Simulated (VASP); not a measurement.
# Ti3Al (P-6m2) in VASP: notebook

Runs on Ti3Al. Level: PBEsol. Tasks: single point.

All numbers are computed with VASP 6.6.1; they aren't measurements. Logs are shortened: lines on timing, memory, paths and dates and some standing lists are left out, and cuts for length are marked.

## 1. The cell of the first run

It takes space group P-6m2 (No. 187, hexagonal). The conventional cell has a = 2.977 Å, b = 2.977 Å, c = 8.644 Å, α = 90.00°, β = 90.00°, γ = 120.00°. Ti (site symmetry -6m2) has 12 Ti at 2.64 to 2.98 Å within 3.5 Å. Ti (site symmetry 3m) has 9 Ti at 2.64 to 2.98 Å and 3 Al at 2.88 Å within 3.5 Å. Al (site symmetry -6m2) has 6 Ti at 2.88 Å and 6 Al at 2.98 Å within 3.8 Å.

## 2. Single point, PBEsol

File INCAR:

```
ALGO     = Fast           # electronic algorithm
EDIFF    = 1E-6           # SCF threshold, eV
ENCUT    = 520            # plane-wave cutoff, eV
GGA      = PS             # functional
ISIF     = 2              # what is computed and relaxed
ISMEAR   = 0              # smearing method
LASPH    = T              # aspherical terms in the spheres
LCHARG   = T              # write CHGCAR
LELF     = T              # ELF
LREAL    = F              # projectors in reciprocal space
LVHAR    = T            
LWAVE    = F              # write WAVECAR
NBANDS   = 28             # bands
NELM     = 100            # most SCF steps
PREC     = Accurate       # precision mode
SIGMA    = 0.15           # smearing width, eV
```

File KPOINTS:

```
k-points
0
Gamma
  15 15 6
```

File POSCAR:

```
Ti3Al
1.0
    2.9770768115      0.0000000000      0.0000000000
   -1.4885384057      2.5782241478      0.0000000000
    0.0000000000      0.0000000000      8.6442402299
Ti Al
3 1
Direct
    0.6666666667      0.3333333333      0.0000000000
    0.3333333333      0.6666666667      0.7675875759
    0.3333333333      0.6666666667      0.2324124241
    0.6666666667      0.3333333333      0.5000000000
```

Potentials or basis: VASP PAW PBE potentials, release 64 (Ti_sv, Al).

Launch:

```
cat potpaw_PBE.64/Ti_sv/POTCAR potpaw_PBE.64/Al/POTCAR > POTCAR
mpirun -np 1 vasp_std > vasp.out
```

OUTCAR:

```text
EDIFF = 1E-6
   ENCUT = 520
   GGA = PS
   ISIF = 2
   ISMEAR = 0
   LASPH = T
   LREAL = F
   NELM = 100
   PREC = Accurate

 ion  position               nearest neighbor table
   1  0.667  0.333  0.000-   2 2.64   3 2.64   2 2.64   3 2.64   2 2.64   3 2.64
   2  0.333  0.667  0.768-   1 2.64   1 2.64   1 2.64   4 2.88   4 2.88   4 2.88
   3  0.333  0.667  0.232-   1 2.64   1 2.64   1 2.64   4 2.88   4 2.88   4 2.88
   4  0.667  0.333  0.500-   2 2.88   3 2.88   2 2.88   3 2.88   2 2.88   3 2.88

  LATTYP: Found a hexagonal cell.
 ALAT       =     2.9770768115
 C/A-ratio  =     2.9036000000

  Lattice vectors:

 A1 = (   2.9770768115,   0.0000000000,   0.0000000000)
 A2 = (  -1.4885384057,   2.5782241478,   0.0000000000)
 A3 = (   0.0000000000,   0.0000000000,   8.6442402299)

Analysis of symmetry for initial positions (statically):
=====================================================================
 Subroutine PRICEL returns:
 Original cell was already a primitive cell.

 Routine SETGRP: Setting up the symmetry group for a
 hexagonal supercell.

 Subroutine GETGRP returns: Found 12 space group operations
 (whereof 12 operations were pure point group operations)
 out of a pool of 24 trial point group operations.

The static configuration has the point symmetry D_3h.

Analysis of symmetry for dynamics (positions and initial velocities):
=====================================================================
 Subroutine PRICEL returns:
 Original cell was already a primitive cell.

 Routine SETGRP: Setting up the symmetry group for a
 hexagonal supercell.

 Subroutine GETGRP returns: Found 12 space group operations
 (whereof 12 operations were pure point group operations)
 out of a pool of 24 trial point group operations.

The dynamic configuration has the point symmetry D_3h.

 Subroutine INISYM returns: Found 12 space group operations
 (whereof 12 operations are pure point group operations),
 and found     1 'primitive' translations

----------------------------------------------------------------------------------------

                                     Primitive cell

  volume of cell :      66.3495

  direct lattice vectors                    reciprocal lattice vectors
     2.977076811  0.000000000  0.000000000     0.335899966  0.193931936  0.000000000
    -1.488538406  2.578224148  0.000000000     0.000000000  0.387863872  0.000000000
     0.000000000  0.000000000  8.644240230     0.000000000  0.000000000  0.115683967

  length of vectors
     2.977076811  2.977076811  8.644240230     0.387863872  0.387863872  0.115683967

  position of ions in fractional coordinates (direct lattice)
     0.666666667  0.333333333  0.000000000
     0.333333333  0.666666667  0.767587576
     0.333333333  0.666666667  0.232412424
     0.666666667  0.333333333  0.500000000

  ion indices of the primitive-cell ions
   primitive index   ion index
                 1           1
                 2           2
                 3           3
                 4           4

----------------------------------------------------------------------------------------

 KPOINTS: k-points

Automatic generation of k-mesh.
 Grid dimensions read from file:
 generate k-points for:   15   15    6

 Generating k-lattice:

  Cartesian coordinates                     Fractional coordinates (reciprocal lattice)
     0.022393331  0.012928796  0.000000000     0.066666667  0.000000000  0.000000000
     0.000000000  0.025857591  0.000000000     0.000000000  0.066666667  0.000000000
     0.000000000  0.000000000  0.019280661     0.000000000  0.000000000  0.166666667

  Length of vectors
     0.025857591  0.025857591  0.019280661

  Shift w.r.t. Gamma in fractional coordinates (k-lattice)
     0.000000000  0.000000000  0.000000000

 Subroutine IBZKPT returns following result:
 ===========================================

 Found    108 irreducible k-points:

 Following reciprocal coordinates:
            Coordinates               Weight
  0.000000  0.000000  0.000000      1.000000
[... 52 lines left out ...]
  band No.  band energies     occupation
      1     -48.2461      2.00000
      2     -48.1801      2.00000
      3     -47.9699      2.00000
      4     -24.9951      2.00000
      5     -24.6859      2.00000
      6     -24.3945      2.00000
[... 20 lines left out ...]
     27      10.1431      0.00000
     28      11.1859      0.00000

 k-point     4 :       0.2000   -0.0000    0.0000
  band No.  band energies     occupation
      1     -48.2251      2.00000
      2     -48.1687      2.00000
      3     -47.9683      2.00000
      4     -24.9611      2.00000
      5     -24.7285      2.00000
      6     -24.4661      2.00000
[... 20 lines left out ...]
     27      10.1404      0.00000
     28      11.1779      0.00000

 k-point     5 :       0.2667   -0.0000    0.0000
  band No.  band energies     occupation
      1     -48.1998      2.00000
      2     -48.1556      2.00000
      3     -47.9675      2.00000
      4     -24.9275      2.00000
      5     -24.7862      2.00000
      6     -24.5463      2.00000
[... 20 lines left out ...]
     27      10.4194      0.00000
     28      11.2453      0.00000

 k-point     6 :       0.3333   -0.0000    0.0000
  band No.  band energies     occupation
      1     -48.1742      2.00000
      2     -48.1430      2.00000
      3     -47.9681      2.00000
      4     -24.9095      2.00000
      5     -24.8485      2.00000
      6     -24.5976      2.00000
[... 463 lines left out ...]
      5     -24.8308      2.00000
      6     -24.6211      2.00000
[... 20 lines left out ...]
     27      11.1754      0.00000
     28      11.5713      0.00000

 k-point    22 :       0.2667    0.2000    0.0000
  band No.  band energies     occupation
      1     -48.1474      2.00000
      2     -48.1307      2.00000
      3     -47.9704      2.00000
      4     -24.8797      2.00000
      5     -24.8617      2.00000
      6     -24.6683      2.00000
[... 20 lines left out ...]
     27      11.3700      0.00000
     28      11.8098      0.00000

 k-point    23 :       0.3333    0.2000    0.0000
  band No.  band energies     occupation
      1     -48.1327      2.00000
      2     -48.1244      2.00000
      3     -47.9726      2.00000
      4     -24.8841      2.00000
      5     -24.8764      2.00000
      6     -24.6937      2.00000
[... 20 lines left out ...]
     27      11.4213      0.00000
     28      11.9650      0.00000

 k-point    24 :       0.4000    0.2000    0.0000
  band No.  band energies     occupation
      1     -48.1272      2.00000
      2     -48.1221      2.00000
      3     -47.9736      2.00000
      4     -24.8926      2.00000
      5     -24.8762      2.00000
      6     -24.7008      2.00000
[... 20 lines left out ...]
     27      11.4130      0.00000
     28      11.9207      0.00000

 [... further k-points ...]

------------------------ aborting loop because EDIFF is reached ----------------------------------------

  FORCE on cell =-STRESS in cart. coord.  units (eV):
  Direction    XX          YY          ZZ          XY          YZ          ZX
  --------------------------------------------------------------------------------------
  -------------------------------------------------------------------------------------
  Total       -1.0308832     -1.0308832      4.5112900     -0.0000000      0.0000000     -0.0000000
  in kB      -24.8933022    -24.8933022    108.9365942     -0.0000000      0.0000000     -0.0000000
  external PRESSURE =      19.7166633 kB  Pullay stress =       0.0000000 kB

 VOLUME and BASIS-vectors are now :
 -----------------------------------------------------------------------------
  energy-cutoff  :      520.00
  volume of cell :       66.35
      direct lattice vectors                 reciprocal lattice vectors
     2.977076811  0.000000000  0.000000000     0.335899966  0.193931936  0.000000000
    -1.488538406  2.578224148  0.000000000     0.000000000  0.387863872  0.000000000
     0.000000000  0.000000000  8.644240230     0.000000000  0.000000000  0.115683967

 POSITION                                       TOTAL-FORCE (eV/Angst)
 -----------------------------------------------------------------------------------
      1.48854      0.85941      0.00000         0.000000     -0.000000      0.000000
     -0.00000      1.71882      6.63521        -0.000000     -0.000000     -1.425314
     -0.00000      1.71882      2.00903        -0.000000     -0.000000      1.425314
      1.48854      0.85941      4.32212        -0.000000      0.000000      0.000000
 -----------------------------------------------------------------------------------
    total drift:                                0.000000     -0.000000      0.000000

  FREE ENERGIE OF THE ION-ELECTRON SYSTEM (eV)
  ---------------------------------------------------
  free  energy   TOTEN  =       -29.2980808108 eV

  energy  without entropy=      -29.2624389081  energy(sigma->0) =      -29.28025986
```

Run time: 5.7 min. Hardware: 1 thread of Intel Xeon 6975P-C (Granite Rapids), shared host; peak memory 0.3 GiB.

Results:

```
Free energy            : -29.2981 eV
Pressure               : 2.0 GPa
Largest force          : 1.425 eV/Å
Band gap on the k mesh : zero (an odd number of electrons rules out a gap without spin polarisation)
```

Forces on the atoms (eV/Å):
```
Ti   0.000  0.000  0.000
Ti   0.000  0.000 -1.425
Ti   0.000  0.000  1.425
Al   0.000  0.000  0.000
```

Caveat: the PAW data sets were made with another functional, which shifts forces and pressure a little.

## 3. Single point, PBEsol

File INCAR:

```
ALGO     = Fast           # electronic algorithm
EDIFF    = 1E-6           # SCF threshold, eV
ENCUT    = 520            # plane-wave cutoff, eV
GGA      = PS             # functional
ISIF     = 2              # what is computed and relaxed
ISMEAR   = 0              # smearing method
LASPH    = True           # aspherical terms in the spheres
LCHARG   = False          # write CHGCAR
LREAL    = False          # projectors in reciprocal space
LWAVE    = False          # write WAVECAR
NBANDS   = 28             # bands
NELM     = 60             # most SCF steps
PREC     = Accurate       # precision mode
SIGMA    = 0.15           # smearing width, eV
```

KPOINTS is that of step 2.

File POSCAR:

```
Ti3Al
1.0
    2.9770768115      0.0000000000      0.0000000000
   -1.4885384057      2.5782241478      0.0000000000
    0.0000000000      0.0000000000      8.6442402299
Ti Al
3 1
Direct
    0.6666666667      0.3333333333      0.0000000000
    0.3333333333      0.6666666667      0.7566446634
    0.3333333333      0.6666666667      0.2433553366
    0.6666666667      0.3333333333      0.5000000000
```

Potentials or basis: VASP PAW PBE potentials, release 64 (Ti_sv, Al).

Launch:

```
cat potpaw_PBE.64/Ti_sv/POTCAR potpaw_PBE.64/Al/POTCAR > POTCAR
mpirun -np 1 vasp_std > vasp.out
```

Wall time 5.6 min (1 thread of Intel Xeon 6975P-C (Granite Rapids), shared host); peak memory 0.3 GiB.

It converged, with:

```
Free energy            : -29.4694 eV
Pressure               : 0.9 GPa
Largest force          : 0.386 eV/Å
Band gap on the k mesh : zero (an odd number of electrons rules out a gap without spin polarisation)
```

Forces on the atoms (eV/Å):
```
Ti   0.000  0.000  0.000
Ti   0.000  0.000 -0.386
Ti   0.000  0.000  0.386
Al   0.000  0.000  0.000
```

Stress tensor (GPa, compression positive):
```
-3.54  0.00  0.00
 0.00 -3.54  0.00
 0.00  0.00  9.92
```

Levels at points of the mesh, in eV from the Fermi level:
```tsv
k point	band 18	band 19	band 20	band 21	band 22	band 23
(0.00, 0.00, 0.00)	0.58	0.58	0.64	0.64	1.23	1.23
(0.00, 0.00, 0.50)	0.59	0.59	0.63	0.63	1.18	1.24
```

Caveat: the PAW data sets were made with another functional, which shifts forces and pressure a little.

## 4. Single point, PBEsol

This run uses another cell than the first one, of the same volume but with other edges.

File INCAR:

```
SYSTEM = Ti3Al
PREC = Accurate
ENCUT = 520
EDIFF = 1E-6
ISMEAR = 0
SIGMA = 0.15
LREAL = .False.
LASPH = .True.
NELM = 80
ALGO = Fast
ISIF = 2
LWAVE = .False.
LCHARG = .True.
GGA = PS
LELF = .True.
LVHAR = .True.
NBANDS = 28
```

File KPOINTS:

```
Automatic mesh
0
Gamma
  15 15 6
  0 0 0
```

File POSCAR:

```
Ti3Al
1.0
    2.8701969374      0.0000000000      0.0000000000
   -1.4350984687      2.4856634617      0.0000000000
    0.0000000000      0.0000000000      9.3000121166
Ti Al
3 1
Direct
    0.6666666667      0.3333333333      0.0000000000
    0.3333333333      0.6666666667      0.7675875759
    0.3333333333      0.6666666667      0.2324124241
    0.6666666667      0.3333333333      0.5000000000
```

Launch:

```
cat potpaw_PBE.64/Ti_sv/POTCAR potpaw_PBE.64/Al/POTCAR > POTCAR
mpirun -np 1 vasp_std > vasp.out
```

Wall time 6.5 min (1 thread of Intel Xeon 6975P-C (Granite Rapids), shared host); peak memory 0.31 GiB.

The run converged. Its results:

```
Free energy            : -29.4324 eV
Pressure               : 1.4 GPa
Largest force          : 1.245 eV/Å
Band gap on the k mesh : zero (an odd number of electrons rules out a gap without spin polarisation)
```

Forces on the atoms (eV/Å):
```
Ti   0.000  0.000  0.000
Ti   0.000  0.000 -1.245
Ti   0.000  0.000  1.245
Al   0.000  0.000  0.000
```

Stress tensor (GPa, compression positive):
```
 3.00  0.00  0.00
 0.00  3.00  0.00
 0.00  0.00 -1.78
```

Levels at points of the mesh, in eV from the Fermi level:
```tsv
k point	band 18	band 19	band 20	band 21	band 22	band 23
(0.00, 0.00, 0.00)	0.75	0.75	0.80	0.80	0.90	1.08
(0.00, 0.00, 0.50)	0.76	0.76	0.76	0.80	0.80	1.09
```

Caveat: the PAW data sets were made with another functional, which shifts forces and pressure a little.

## 5. Single point, PBEsol

This run uses another cell than the first one, of the same volume but with other edges.

File INCAR:

```
ALGO     = Fast           # electronic algorithm
EDIFF    = 1E-6           # SCF threshold, eV
ENCUT    = 520            # plane-wave cutoff, eV
GGA      = PS             # functional
ISIF     = 2              # what is computed and relaxed
ISMEAR   = 0              # smearing method
LASPH    = T              # aspherical terms in the spheres
LCHARG   = F              # write CHGCAR
LREAL    = F              # projectors in reciprocal space
LWAVE    = F              # write WAVECAR
NBANDS   = 28             # bands
NELM     = 60             # most SCF steps
PREC     = Accurate       # precision mode
SIGMA    = 0.15           # smearing width, eV
```

File KPOINTS:

```
k-points
0
Gamma
  15 15 6
```

File POSCAR:

```
Ti3Al
1.0
    2.8221296140      0.0000000000      0.0000000000
   -1.4110648070      2.4440359385      0.0000000000
    0.0000000000      0.0000000000      9.6195110023
Ti Al
3 1
Direct
    0.6666666667      0.3333333333      0.0000000000
    0.3333333333      0.6666666667      0.7457017510
    0.3333333333      0.6666666667      0.2542982490
    0.6666666667      0.3333333333      0.5000000000
```

Launch:

```
cat potpaw_PBE.64/Ti_sv/POTCAR potpaw_PBE.64/Al/POTCAR > POTCAR
mpirun -np 1 vasp_std > vasp.out
```

It took 5 min on 1 thread of Intel Xeon 6975P-C (Granite Rapids), shared host; peak memory 0.31 GiB.

It converged, with:

```yaml
Free_energy: -29.5277 eV
Pressure: -0.6 GPa
Largest_force: 0.107 eV/Å
Band_gap_on_the_k_mesh: zero (an odd number of electrons rules out a gap without spin polarisation)
```

Forces in eV/Å, atoms in the order of the input:
```
Ti   0.000  0.000  0.000
Ti   0.000  0.000  0.107
Ti   0.000  0.000 -0.107
Al   0.000  0.000  0.000
```

Stress tensor (GPa, compression positive):
```
 2.49  0.00  0.00
 0.00  2.49  0.00
 0.00  0.00 -6.79
```

Levels at points of the mesh, in eV from the Fermi level:
```
           k point  band 16  band 17  band 18  band 19  band 20  band 21  band 22  band 23  band 24  band 25
(0.00, 0.00, 0.00)    -2.65    -1.22    -0.05     0.19     1.02     1.02     1.12     1.12     1.29     1.29
(0.00, 0.00, 0.50)    -3.46    -1.31    -0.06     0.23     1.02     1.02     1.12     1.12     1.30     1.30
```

Caveat: the PAW data sets were made with another functional, which shifts forces and pressure a little.

## 6. Single point, PBEsol

This run uses another cell than the first one, of the same volume but with other edges.

File INCAR:

```
PREC = Accurate
ENCUT = 520
EDIFF = 1E-6
ISMEAR = 0
SIGMA = 0.15
LREAL = False
LASPH = True
NELM = 100
ALGO = Fast
ISIF = 2
LWAVE = False
LCHARG = False
GGA = PS
NBANDS = 28
```

File KPOINTS:

```
regular mesh
0
Gamma
  15 15 6
```

File POSCAR:

```
Ti3Al
1.0
    2.8701969374      0.0000000000      0.0000000000
   -1.4350984687      2.4856634617      0.0000000000
    0.0000000000      0.0000000000      9.3000121166
Ti Al
3 1
Direct
    0.6666666667      0.3333333333      0.0000000000
    0.3333333333      0.6666666667      0.7511732072
    0.3333333333      0.6666666667      0.2488267928
    0.6666666667      0.3333333333      0.5000000000
```

Potentials or basis: VASP PAW PBE potentials, release 64 (Ti_sv, Al).

Launch:

```
cat potpaw_PBE.64/Ti_sv/POTCAR potpaw_PBE.64/Al/POTCAR > POTCAR
mpirun -np 1 vasp_std > vasp.out
```

Run time: 4.6 min. Hardware: 1 thread of Intel Xeon 6975P-C (Granite Rapids), shared host; peak memory 0.31 GiB.

The run converged. Its results:

```
Free energy            : -29.6272 eV
Pressure               : -0.3 GPa
Largest force          : 0.048 eV/Å
Band gap on the k mesh : zero (an odd number of electrons rules out a gap without spin polarisation)
```

Forces in eV/Å, atoms in the order of the input:
```
Ti   0.000  0.000  0.000
Ti   0.000  0.000 -0.048
Ti   0.000  0.000  0.048
Al   0.000  0.000  0.000
```

Stress tensor (GPa, compression positive):
```
 1.05  0.00  0.00
 0.00  1.05  0.00
 0.00  0.00 -2.96
```

Levels at points of the mesh, in eV from the Fermi level:
| k point | band 17 | band 18 | band 19 | band 20 | band 21 | band 22 | band 23 | band 24 |
| --- | --- | --- | --- | --- | --- | --- | --- | --- |
| (0.00, 0.00, 0.00) | -0.97 | 0.38 | 0.62 | 0.91 | 0.91 | 1.00 | 1.00 | 1.28 |
| (0.00, 0.00, 0.50) | -1.18 | 0.34 | 0.65 | 0.91 | 0.91 | 0.99 | 0.99 | 1.29 |

Caveat: the PAW data sets were made with another functional, which shifts forces and pressure a little.

## 7. The runs side by side

```tsv
cell	gap on the mesh (eV)	pressure (GPa)	largest force (eV/Å)
a = 2.977, b = 2.977, c = 8.644 Å, angles 90.0, 90.0, 120.0°, 4 atoms, atomic positions A	none	2.0	1.43
a = 2.977, b = 2.977, c = 8.644 Å, angles 90.0, 90.0, 120.0°, 4 atoms, atomic positions B	none	0.9	0.39
a = 2.870, b = 2.870, c = 9.300 Å, angles 90.0, 90.0, 120.0°, 4 atoms, atomic positions A	none	1.4	1.24
a = 2.822, b = 2.822, c = 9.620 Å, angles 90.0, 90.0, 120.0°, 4 atoms, atomic positions C	none	-0.6	0.11
a = 2.870, b = 2.870, c = 9.300 Å, angles 90.0, 90.0, 120.0°, 4 atoms, atomic positions D	none	-0.3	0.05
```

Alike in all rows: task single point; level PBEsol; potentials or basis VASP PAW PBE potentials, release 64 (Ti_sv, Al); no spin polarisation; k mesh 15 × 15 × 6; cutoff (eV) 520; smearing gaussian 0.15 eV.

Caveats: the PAW data sets were made with another functional, which shifts forces and pressure a little.

Total energies depend on the potentials used, so only differences within one code and one set of settings carry meaning.
